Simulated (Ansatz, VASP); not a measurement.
**Two plane-wave programs on SnS**

```xyz
8
Lattice="11.4474 0.0000 0.0000 0.0000 4.0223 0.0000 0.0000 0.0000 4.4566" Properties=species:S:1:pos:R:3 pbc="T T T"
Sn    7.1149    1.0056    1.6467
Sn    4.3326    3.0167    2.8099
Sn   10.0563    3.0167    3.8750
Sn    1.3912    1.0056    0.5816
S     4.0049    1.0056    0.1008
S     7.4425    3.0167    4.3558
S     1.7188    3.0167    2.3290
S     9.7286    1.0056    2.1275
```

Alike in both runs: task single point; functional PBE; k mesh 4 × 8 × 6; occupations gaussian, width 0.02 eV; no spin polarisation.

|  | VASP | Ansatz |
| --- | --- | --- |
| version | VASP 6.6.1 | Ansatz 0.2.0 |
| potentials or method | VASP PAW PBE potentials, release 64 (Sn_d, S), cutoff 500 eV | scalar-relativistic, plane waves, PAW |
| valence electrons in the cell | 80 | 80 |

Ansatz gave:

- gap on the k mesh at the Fermi level (eV): 1.05
- least direct gap on the mesh (eV): 1.34
- pressure (GPa): 0.0
- rms of the force components (eV/Å): 0.001

What did VASP give for the same quantities?

gap on the k mesh at the Fermi level (eV): 1.05; least direct gap on the mesh (eV): 1.33; pressure (GPa): -0.1; rms of the force components (eV/Å): 0.005.

Atom by atom the forces differ by 0.004 eV/Å (rms over components).
